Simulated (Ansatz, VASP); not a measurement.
# Two plane-wave programs on Al3Cu2

```
Al Cu
1.0
     4.09859    0.00000    0.00000
    -2.04929    3.54948    0.00000
     0.00000    0.00000    4.98210
Al Cu
3 2
Cartesian
  -0.1414 -0.1414 0.0000
  0.0000 2.3663 1.7512
  2.0493 1.1832 3.2309
  0.0000 2.3663 4.1964
  2.0493 1.1832 0.7857
```

Alike in both runs: task single point; functional PBEsol; k mesh 12 × 12 × 10; occupations gaussian, width 0.15 eV; no spin polarisation.

|  | VASP | Ansatz |
| --- | --- | --- |
| version | VASP 6.6.1 | Ansatz 0.2.0 |
| potentials or method | VASP PAW PBE potentials, release 64 (Al, Cu), cutoff 520 eV | scalar-relativistic, plane waves, PAW |
| valence electrons in the cell | 31 | 47 |

Ansatz gave:

* gap on the k mesh at the Fermi level (eV): none
* pressure (GPa): 1.2
* traceless stress, the component that is largest in VASP (GPa): 0.65
* rms of the force components (eV/Å): 0.563

**Question.** Estimate VASP's values.

**Answer.** gap on the k mesh at the Fermi level (eV): none; pressure (GPa): 1.4; traceless stress, the component that is largest in VASP (GPa): 0.65; rms of the force components (eV/Å): 0.565.

VASP's potentials were made for PBE, not for PBEsol. Atom by atom the forces differ by 0.003 eV/Å (rms over components). A gap of «none» marks a metal or a gap that the smearing closes. VASP's potentials hold 31 valence electrons a cell and Ansatz's 47, so a difference there can come from the potentials and not from the codes.
